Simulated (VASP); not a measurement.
A run of VASP 6.6.1 is set up as follows.

Contents of POSCAR:

```
MgO
1.0
    3.4840198093      0.0000000000      0.0000000000
   -1.7420099047      3.0172496621      0.0000000000
    0.0000000000      0.0000000000      4.1853204648
Mg O
2 2
Direct
    0.3333333333      0.6666666667      0.2500000000
    0.6666666667      0.3333333333      0.7500000000
    0.6666666667      0.3333333333      0.2500000000
    0.3333333333      0.6666666667      0.7500000000
```

File INCAR.step1:

```
ALGO = Normal
EDIFF = 1E-5
ENCUT = 920
GGA = PE
GGA_COMPAT = False
ISMEAR = 0
LASPH = True
LCHARG = False
LREAL = False
LWAVE = True
NBANDS = 24
NELM = 120
PREC = Accurate
SIGMA = 0.01
```

File INCAR.step2:

```
ALGO = Normal
EDIFF = 1E-6
ENCUT = 920
GGA_COMPAT = False
ISIF = 2
ISMEAR = 0
ISTART = 1
LASPH = True
LCHARG = False
LMIXTAU = True
LREAL = False
LWAVE = False
METAGGA = R2SCAN
NBANDS = 24
NELM = 120
PREC = Accurate
SIGMA = 0.01
```

File KPOINTS:

```
k-points
0
Gamma
  9 9 6
```

Potentials or basis: VASP PAW PBE potentials, release 64 (Mg_sv, O).

Command:

```sh
$ cat potpaw_PBE.64/Mg_sv/POTCAR potpaw_PBE.64/O/POTCAR > POTCAR
$ cp INCAR.step1 INCAR
$ mpirun -np 1 vasp_std > vasp.out
$ cp INCAR.step2 INCAR
$ mpirun -np 1 vasp_std > vasp.out
```

(1) Estimate the pressure.

(2) Estimate the band gap on the k mesh.

Answers

(1) 0.5 GPa.

(2) 4.10 eV.

Caveat: the PAW data sets were made with another functional, which shifts forces and pressure a little.
